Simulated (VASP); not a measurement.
Set up this calculation in VASP 6.6.1, as the native input.

* Task: single point
* Functional: PBEsol
* Potentials or basis: VASP PAW PBE potentials, release 64 (Fe, Ge_d)
* Cutoff: 520 eV
* k mesh: 9 × 9 × 9
* Occupations: fermi-dirac, width 0.03 eV
* Spin: no spin polarisation
* Dipole correction: no
* Further INCAR settings: ALGO = Normal; EDIFF = 1e-07; NBANDS = 27

The structure of Fe3Ge lies in POSCAR:

```
Fe3Ge
1.0
    3.5984461503      0.0000000000      0.0000000000
    0.0000000000      3.5984461503      0.0000000000
    0.0000000000      0.0000000000      3.5984461503
Fe Ge
3 1
Direct
    0.0000000000      0.5000000000      0.5000000000
    0.5000000000      0.5000000000      0.0000000000
    0.5000000000      0.0000000000      0.5000000000
    0.0000000000      0.0000000000      0.0000000000
```

This cell differs from its parent crystal: volume scaled by 0.95.

These files were run (other wordings do the same):

INCAR

```
SYSTEM = Fe3Ge
ALGO = Normal
EDIFF = 1E-7
ENCUT = 520
GGA = PS
ISIF = 2
ISMEAR = -1
LASPH = .TRUE.
LCHARG = .FALSE.
LREAL = .FALSE.
LWAVE = .FALSE.
NBANDS = 27
NELM = 60
PREC = Accurate
SIGMA = 0.03
```

KPOINTS

```
k-points
0
G
  9 9 9
  0 0 0
```

Potentials or basis: VASP PAW PBE potentials, release 64 (Fe, Ge_d).

Command:

```bash
$ cat potpaw_PBE.64/Fe/POTCAR potpaw_PBE.64/Ge_d/POTCAR > POTCAR
$ mpirun -np 1 vasp_std > vasp.out
```

It gave:

| Quantity | Value |
| --- | --- |
| Pressure | -16.5 GPa |
| Band gap on the k mesh | zero (band 19 reaches 7.52 eV, above the bottom of band 20 at 7.03 eV) |

Caveat: the PAW data sets were made with another functional, which shifts forces and pressure a little.

Wall time 25 s on 1 thread of AMD EPYC 9R45 96-Core Processor (Zen 5), with other jobs on the host, peak memory 0.15 GiB.
